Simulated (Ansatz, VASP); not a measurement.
## One calculation of La, two programs

The input INCAR:

```
SYSTEM = La
PREC = Accurate
ENCUT = 520
EDIFF = 1E-6
ISMEAR = -1
SIGMA = 0.05
LREAL = .FALSE.
LASPH = .TRUE.
NELM = 80
ALGO = Fast
ISIF = 2
LWAVE = .FALSE.
LCHARG = .TRUE.
GGA = PE
LELF = .TRUE.
LVHAR = .TRUE.
NBANDS = 12
```

The input KPOINTS:

```
regular mesh
0
G
  9 9 9
  0 0 0
```

File POSCAR:

```
La
1.0
   -2.1044780000      2.1793380000      2.1245200000
    2.1382030000     -2.1291200000      2.1080260000
    2.0847550000      2.1093970000     -2.0743020000
La
1
Direct
   -0.0161300000     -0.0171580000     -0.0149420000
```

The input input.yaml:

```yaml
crystal:
  lattice:
    - [-2.104478, 2.179338, 2.12452]
    - [2.138203, -2.12912, 2.108026]
    - [2.084755, 2.109397, -2.074302]
  atoms:
    - { symbol: La, position: [-0.01613, -0.017158, -0.014942] }
kpoints:
  mp_grid: { grid: [9, 9, 9] }
scf:
  occupations: { method: fermi_dirac, width: 0.05 }
hamiltonian:
  xc: pbe
  pseudopotentials: { kind: all_electron, lapw: { basis_error: 0.001 } }
output:
  forces: true
  stress: true
  eigenvalues: true
  populations: true
```

Change from the starting cell: cell strained at random at fixed volume.

Alike in both runs: task single point; functional PBE; k mesh 9 × 9 × 9; occupations fermi-dirac, width 0.05 eV; no spin polarisation.

```csv
,VASP,Ansatz
version,VASP 6.6.1,Ansatz 0.2.0
potentials or method,"VASP PAW PBE potentials, release 64 (La), cutoff 520 eV","all-electron LAPW, scalar-relativistic"
```

```tsv
	VASP	Ansatz	Ansatz less VASP
gap on the k mesh at the Fermi level (eV)	none	none	-
pressure (GPa)	-0.5	-0.5	-0.02
traceless stress, the component that is largest in VASP (GPa)	0.41	0.41	+0.001
```

A gap of «none» marks a metal or a gap that the smearing closes. Ansatz ran all-electron here, and VASP with PAW potentials.

Spin-orbit coupling is off throughout.
